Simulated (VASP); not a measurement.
# Si7Ge (P-42m) in VASP: further runs, part 2 of 2

VASP 6.6.1. The steps go on from the part before.

## (4) Single point, PBEsol (biaxial strain in the a-b plane: +4.0 %, then relaxed in part)

File INCAR:

```
PREC = Accurate ; ENCUT = 520
EDIFF = 1E-7 ; ISMEAR = 0
SIGMA = 0.01 ; LREAL = F
LASPH = T ; NELM = 100
ALGO = Normal ; ISIF = 2
LWAVE = F ; LCHARG = F
GGA = PS ; NBANDS = 31
```

File KPOINTS:

```
regular mesh
0
Gamma
  8 8 8
```

File POSCAR:

```
Si7Ge
1.0
    5.6775438858      0.0000000000      0.0000000000
    0.0000000000      5.6775438858      0.0000000000
    0.0000000000      0.0000000000      5.2808842526
Si Ge
7 1
Direct
    0.2526001448      0.2526001448      0.2528850061
    0.0000000000      0.5000000000      0.5000000000
    0.5000000000      0.5000000000      0.0000000000
    0.5000000000      0.0000000000      0.5000000000
    0.7473998552      0.2526001448      0.7471149939
    0.7473998552      0.7473998552      0.2528850061
    0.2526001448      0.7473998552      0.7471149939
    0.0000000000      0.0000000000      0.0000000000
```

Potentials or basis: VASP PAW PBE potentials, release 64 (Si, Ge_d).

The run is started by

```bash
cat potpaw_PBE.64/Si/POTCAR potpaw_PBE.64/Ge_d/POTCAR > POTCAR
mpirun -np 1 vasp_std > vasp.out
```

OUTCAR:

```text
PREC = Accurate
   ENCUT = 520
   EDIFF = 1E-7
   ISMEAR = 0
   LREAL = F
   LASPH = T
   NELM = 100
   ISIF = 2
   GGA = PS

 ion  position               nearest neighbor table
   1  0.253  0.253  0.253-   3 2.39   2 2.39   4 2.39   8 2.43
   2  0.000  0.500  0.500-   1 2.39   5 2.39   6 2.39   7 2.39
   3  0.500  0.500  0.000-   1 2.39   5 2.39   6 2.39   7 2.39
   4  0.500  0.000  0.500-   1 2.39   5 2.39   6 2.39   7 2.39
   5  0.747  0.253  0.747-   3 2.39   2 2.39   4 2.39   8 2.43
   6  0.747  0.747  0.253-   3 2.39   2 2.39   4 2.39   8 2.43
   7  0.253  0.747  0.747-   3 2.39   2 2.39   4 2.39   8 2.43
   8  0.000  0.000  0.000-   1 2.43   5 2.43   6 2.43   7 2.43

  LATTYP: Found a simple tetragonal cell.
 ALAT       =     5.6775438858
 C/A-ratio  =     0.9301353470

  Lattice vectors:

 A1 = (   5.6775438858,   0.0000000000,   0.0000000000)
 A2 = (   0.0000000000,   5.6775438858,   0.0000000000)
 A3 = (   0.0000000000,   0.0000000000,   5.2808842526)

Analysis of symmetry for initial positions (statically):
=====================================================================
 Subroutine PRICEL returns:
 Original cell was already a primitive cell.

 Routine SETGRP: Setting up the symmetry group for a
 simple tetragonal supercell.

 Subroutine GETGRP returns: Found  8 space group operations
 (whereof  8 operations were pure point group operations)
 out of a pool of 16 trial point group operations.

The static configuration has the point symmetry D_2d.

Analysis of symmetry for dynamics (positions and initial velocities):
=====================================================================
 Subroutine PRICEL returns:
 Original cell was already a primitive cell.

 Routine SETGRP: Setting up the symmetry group for a
 simple tetragonal supercell.

 Subroutine GETGRP returns: Found  8 space group operations
 (whereof  8 operations were pure point group operations)
 out of a pool of 16 trial point group operations.

The dynamic configuration has the point symmetry D_2d.

 Subroutine INISYM returns: Found  8 space group operations
 (whereof  8 operations are pure point group operations),
 and found     1 'primitive' translations

----------------------------------------------------------------------------------------

                                     Primitive cell

  volume of cell :     170.2267

  direct lattice vectors                    reciprocal lattice vectors
     5.677543886  0.000000000  0.000000000     0.176132500  0.000000000  0.000000000
     0.000000000  5.677543886  0.000000000     0.000000000  0.176132500  0.000000000
     0.000000000  0.000000000  5.280884253     0.000000000  0.000000000  0.189362227

  length of vectors
     5.677543886  5.677543886  5.280884253     0.176132500  0.176132500  0.189362227

  position of ions in fractional coordinates (direct lattice)
     0.252600145  0.252600145  0.252885006
     0.000000000  0.500000000  0.500000000
     0.500000000  0.500000000  0.000000000
     0.500000000  0.000000000  0.500000000
     0.747399855  0.252600145  0.747114994
     0.747399855  0.747399855  0.252885006
     0.252600145  0.747399855  0.747114994
[... 35 lines left out ...]
 ===========================================

 Found     75 irreducible k-points:

 Following reciprocal coordinates:
            Coordinates               Weight
  0.000000  0.000000  0.000000      1.000000
  0.125000  0.000000  0.000000      4.000000
  0.250000  0.000000  0.000000      4.000000
  0.375000  0.000000  0.000000      4.000000
  0.500000  0.000000  0.000000      2.000000
  0.125000  0.125000  0.000000      4.000000
[... 16 lines left out ...]
  0.375000  0.125000  0.125000     16.000000
  0.500000  0.125000  0.125000      8.000000
 [... further k-points ...]
   k-points           NKPTS =     75   k-points in BZ     NKDIM =     75   number of bands    NBANDS=     31
   number of dos      NEDOS =    301   number of ions     NIONS =      8
   total plane-waves  NPLWV =  70560
   dimension x,y,z NGX =    42 NGY =   42 NGZ =   40
   dimension x,y,z NGXF=    84 NGYF=   84 NGZF=   80
   ions per type =               7   1
   NGX,Y,Z   is equivalent  to a cutoff of  12.30, 12.30, 12.59 a.u.
   NGXF,Y,Z  is equivalent  to a cutoff of  24.60, 24.60, 25.18 a.u.
 SYSTEM =  unknown system
   PREC   = accura    normal or accurate (medium, high low for compatibility)
   ISTART =      0    job   : 0-new  1-cont  2-samecut
   ICHARG =      2    charge: 1-file 2-atom 10-const
   ISPIN  =      1    spin polarized calculation?
   LNONCOLLINEAR =      F non collinear calculations
   LSORBIT =      F    spin-orbit coupling
   LASPH  =      T    aspherical Exc in radial PAW
   ENCUT  =  520.0 eV  38.22 Ry    6.18 a.u.  10.56 10.56  9.82*2*pi/ulx,y,z
   NELM   =    100;   NELMIN=  2; NELMDL= -5     # of ELM steps
   EDIFF  = 0.1E-06   stopping-criterion for ELM
   LREAL  =      F    real-space projection
   EDIFFG = 0.1E-05   stopping-criterion for IOM
   NSW    =      0    number of steps for IOM
   IBRION =     -1    ionic relax: 0-MD 1-quasi-New 2-CG
   NFREE  =      0    steps in history (QN), initial steepest desc. (CG)
   ISIF   =      2    stress and relaxation
   ISYM   =      2    0-nonsym 1-usesym 2-fastsym
   POTIM  = 0.5000    time-step for ionic-motion
   TEBEG  =    0.0;   TEEND  =   0.0 temperature during run
   PSTRESS=    0.0 pullay stress
   NELECT =      42.0000    total number of electrons
   NUPDOWN=      -1.0000    fix difference up-down
   EMIN   =  10.00;   EMAX   =-10.00  energy-range for DOS
   EFERMI =   0.00;   METHOD = LEGACY
   ISMEAR =     0;   SIGMA  =   0.01  broadening in eV -4-tet -1-fermi 0-gaus
   EFERMI_NEDOS =   21; number of points for ismear=-14 and -15
   IALGO  =     38    algorithm
   IMIX   =      4    mixing-type and parameters
     AMIX     =   0.40;   BMIX     =  1.00
     AMIX_MAG =   1.60;   BMIX_MAG =  1.00
  volume/ion in A,a.u.               =      21.28       143.59
  Fermi-wavevector in a.u.,A,eV,Ry     =   1.026791  1.940354 14.344618  1.054300
  Thomas-Fermi vector in A             =   2.160702
   LORBIT       =      0    0 simple, 1 ext, 2 COOP (PROOUT), +10 PAW based schemes
   GGA     = PS    functional components
   LHFCALC =     F    Hartree Fock is set to
   AEXX    =    0.0000 exact exchange contribution
   IVDW    =     0    specifies the selected vdW correction
   LEPSILON=     F    determine dielectric tensor
   LRPA    =     F    only Hartree local field effects (RPA)
 non-spin polarized calculation
 Gauss-broadening in eV      SIGMA  =   0.01
  energy-cutoff  :      520.00
  volume of cell :      170.23
 maximum number of plane-waves:      4639
   NGX = 21   NGY = 21   NGZ = 19

 number of electron      41.9999981 magnetization

 Free energy of the ion-electron system (eV)
  ---------------------------------------------------
  ext. energy  EPLUGINS =         0.00000000
  ---------------------------------------------------
  free energy    TOTEN  =       -44.88678235 eV

  energy without entropy =      -44.88676010  energy(sigma->0) =      -44.88677123

 E-fermi :   5.3399     XC(G=0):  -9.4659

 val. band max:        5.2755705550   @ k =   0.1250   0.0000   0.1250
 cond. band min:       5.3398751576   @ k =   0.0000   0.0000   0.1250
 fundamental gap:      0.0643046026
 Fermi energy:         5.3398547263

 k-point     1 :       0.0000    0.0000    0.0000
  band No.  band energies     occupation
      1     -18.8785      2.00000
      2     -18.8785      2.00000
      3     -18.8760      2.00000
      4     -18.8594      2.00000
      5     -18.8514      2.00000
      6      -6.5750      2.00000
[... 805 lines left out ...]
     30       9.5823      0.00000
     31       9.6588      0.00000

 [... further k-points ...]
[... 5 lines left out ...]
  --------------------------------------------------------------------------------------
  -------------------------------------------------------------------------------------
  Total       -6.0604458     -6.0604458      0.0549594      0.0000000      0.0000000      0.0000000
  in kB      -57.0410489    -57.0410489      0.5172793      0.0000000      0.0000000      0.0000000
  external PRESSURE =     -37.8549395 kB  Pullay stress =       0.0000000 kB

 VOLUME and BASIS-vectors are now :
 -----------------------------------------------------------------------------
  energy-cutoff  :      520.00
  volume of cell :      170.23
      direct lattice vectors                 reciprocal lattice vectors
     5.677543886  0.000000000  0.000000000     0.176132500  0.000000000  0.000000000
     0.000000000  5.677543886  0.000000000     0.000000000  0.176132500  0.000000000
     0.000000000  0.000000000  5.280884253     0.000000000  0.000000000  0.189362227

 POSITION                                       TOTAL-FORCE (eV/Angst)
 -----------------------------------------------------------------------------------
      1.43415      1.43415      1.33546        -0.004415     -0.004415     -0.004361
      0.00000      2.83877      2.64044         0.000000      0.000000      0.000000
      2.83877      2.83877      0.00000         0.000000      0.000000      0.000000
      2.83877      0.00000      2.64044         0.000000      0.000000      0.000000
      4.24340      1.43415      3.94543         0.004415     -0.004415      0.004361
      4.24340      4.24340      1.33546         0.004415      0.004415     -0.004361
      1.43415      4.24340      3.94543        -0.004415      0.004415      0.004361
      0.00000      0.00000      0.00000         0.000000     -0.000000      0.000000
 -----------------------------------------------------------------------------------
    total drift:                                0.000000      0.000000     -0.000000

  FREE ENERGIE OF THE ION-ELECTRON SYSTEM (eV)
  ---------------------------------------------------
  free  energy   TOTEN  =       -44.8867823533 eV

  energy  without entropy=      -44.8867601029  energy(sigma->0) =      -44.88677123
```

Run time: 8.6 min. Hardware: 1 thread of Intel Xeon Platinum 8259CL at 2.50GHz (Skylake/Cascade Lake), shared host; peak memory 0.46 GiB.

Results:

| Property | Result |
| --- | --- |
| Free energy | -44.8868 eV |
| Pressure | -3.8 GPa |
| Largest force | 0.008 eV/Å |
| Band gap on the k mesh | zero (band 21 reaches 5.43 eV, above the bottom of band 22 at 5.34 eV) |

Forces on the atoms (eV/Å):
```
Si  -0.004 -0.004 -0.004
Si   0.000  0.000  0.000
Si   0.000  0.000  0.000
Si   0.000  0.000  0.000
Si   0.004 -0.004  0.004
Si   0.004  0.004 -0.004
Si  -0.004  0.004  0.004
Ge   0.000  0.000  0.000
```

Levels at points of the mesh, in eV from the Fermi level:
```tsv
k point	band 19	band 20	band 21	band 22	band 23	band 24
(0.00, 0.00, 0.00)	-0.27	-0.27	0.09	0.13	0.31	0.67
(0.50, 0.00, 0.00)	-1.87	-1.74	-1.68	1.06	1.23	2.83
(0.50, 0.50, 0.00)	-1.77	-1.71	-1.71	1.68	1.68	1.75
(0.00, 0.00, 0.50)	-2.27	-2.15	-2.15	0.48	0.64	2.95
(0.50, 0.00, 0.50)	-1.27	-1.20	-1.19	2.28	2.30	2.32
(0.50, 0.50, 0.50)	-1.00	-1.00	-0.86	0.58	0.96	0.96
```

Caveat: the cell differs from its parent crystal (biaxial strain in the a-b plane: +4.0 %, then relaxed in part); the PAW data sets were made with another functional, which shifts forces and pressure a little.

## (5) Summary

| cell | gap on the mesh (eV) | pressure (GPa) | largest force (eV/Å) |
| --- | --- | --- | --- |
| a = 5.241, b = 5.241, c = 5.590 Å, 8 atoms | none | 5.9 | 0.01 |
| a = 5.241, b = 5.241, c = 5.631 Å, 8 atoms | none | 5.0 | 0.01 |
| a = 5.678, b = 5.678, c = 5.281 Å, 8 atoms | none | -3.8 | 0.01 |

Alike in all rows: task single point; level PBEsol; potentials or basis VASP PAW PBE potentials, release 64 (Si, Ge_d); no spin polarisation; k mesh 8 × 8 × 8; cutoff (eV) 520; smearing gaussian 0.01 eV.

Caveats: the PAW data sets were made with another functional, which shifts forces and pressure a little.

Total energies depend on the potentials used, so only differences within one code and one set of settings carry meaning.
